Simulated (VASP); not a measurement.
Here is a VASP 6.6.1 calculation.

Contents of POSCAR:

```
LiH
1.0
    0.0000000000      2.1013317226      2.1013317226
    2.1013317226      0.0000000000      2.1013317226
    2.1013317226      2.1013317226      0.0000000000
Li H
1 1
Direct
    0.0000000000      0.0000000000      0.0000000000
    0.2500000000      0.2500000000      0.2500000000
```

INCAR.step1

```
PREC = Accurate ; ENCUT = 520
ISMEAR = 0 ; SIGMA = 0.01
LREAL = F ; LASPH = T
NELM = 60 ; NBANDS = 9
GGA = PE ; ALGO = Normal
EDIFF = 1E-4 ; LWAVE = T
LCHARG = F
```

INCAR.step2

```
PREC = Accurate ; ENCUT = 520
EDIFF = 1E-7 ; ISMEAR = 0
SIGMA = 0.01 ; LREAL = F
LASPH = T ; NELM = 60
ALGO = Normal ; ISIF = 2
LWAVE = F ; LCHARG = T
METAGGA = R2SCAN ; LMIXTAU = T
LELF = T ; LVHAR = T
NBANDS = 9 ; ISTART = 1
```

The input KPOINTS:

```
regular mesh
0
Gamma
  8 8 8
```

Potentials or basis: VASP PAW PBE potentials, release 64 (Li_sv, H).

Run with:

```bash
$ cat potpaw_PBE.64/Li_sv/POTCAR potpaw_PBE.64/H/POTCAR > POTCAR
$ cp INCAR.step1 INCAR
$ mpirun -np 1 vasp_std > vasp.out
$ cp INCAR.step2 INCAR
$ mpirun -np 1 vasp_std > vasp.out
```

Task: Estimate the band gap on the k mesh.

Result: 4.88 eV, indirect (least direct gap 6.00 eV).

 A k mesh can miss the band edges.
